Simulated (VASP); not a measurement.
Set up this calculation in VASP 6.6.1, as the native input.

```yaml
Task: relaxation of cell and atoms
Functional: PBE
Potentials_or_basis: VASP PAW PBE potentials, release 64 (Ca_sv, Zr_sv, N)
Cutoff: 600 eV
k_mesh: 10 × 10 × 6
Occupations: gaussian, width 0.1 eV
Spin: no spin polarisation
Dipole_correction: no
Further_INCAR_settings: ALGO = Normal; EDIFF = 1e-06; IBRION = 2; EDIFFG = -0.01; NSW = 100; ISIF = 3
```

The structure of CaZr2N2 lies in POSCAR:

```
CaZr2N2
1.0
    3.7792190774      0.0000000000      0.0000000000
    0.0000000000      3.7792190774      0.0000000000
    0.0000000000      0.0000000000      5.9745838785
Ca Zr N
1 2 2
Direct
    0.0000000000      0.0000000000      0.0000000000
    0.5000000000      0.0000000000      0.5000000000
    0.0000000000      0.5000000000      0.5000000000
    0.5000000000      0.5000000000      0.2668005723
    0.5000000000      0.5000000000      0.7331994277
```

One way to write it, as run:

INCAR

```
PREC = Accurate
ENCUT = 600
EDIFF = 1E-6
ISMEAR = 0
SIGMA = 0.1
LREAL = False
LASPH = True
NELM = 100
ALGO = Normal
ISIF = 3
LWAVE = False
LCHARG = False
GGA = PE
IBRION = 2
NSW = 100
EDIFFG = -0.01
```

KPOINTS

```
regular mesh
0
Gamma
  10 10 6
```

Potentials or basis: VASP PAW PBE potentials, release 64 (Ca_sv, Zr_sv, N).

Command:

```bash
$ cat potpaw_PBE.64/Ca_sv/POTCAR potpaw_PBE.64/Zr_sv/POTCAR potpaw_PBE.64/N/POTCAR > POTCAR
$ mpirun -np 1 vasp_std > vasp.out
```

Results of the run:

| Property | Result |
| --- | --- |
| Relaxed volume | 17.08 Å³/atom |
| Relaxed cell | a = 3.774 Å, b = 3.774 Å, c = 5.997 Å, α = 90.00°, β = 90.00°, γ = 90.00° |
| Space group after relaxing (to 0.05 Å) | P4/mmm (No. 123) |
| Energy gained by relaxing | 0.3 meV/atom |
| Ionic steps | 3 |
| Pressure after relaxing | -0.1 GPa |
| Band gap on the k mesh | zero (band 22 reaches 8.11 eV, above the bottom of band 23 at 6.40 eV) |

Run time: 9.4 min on 1 thread of Oxide Virtual Turin-like Processor, on a shared host, peak memory 0.34 GiB.
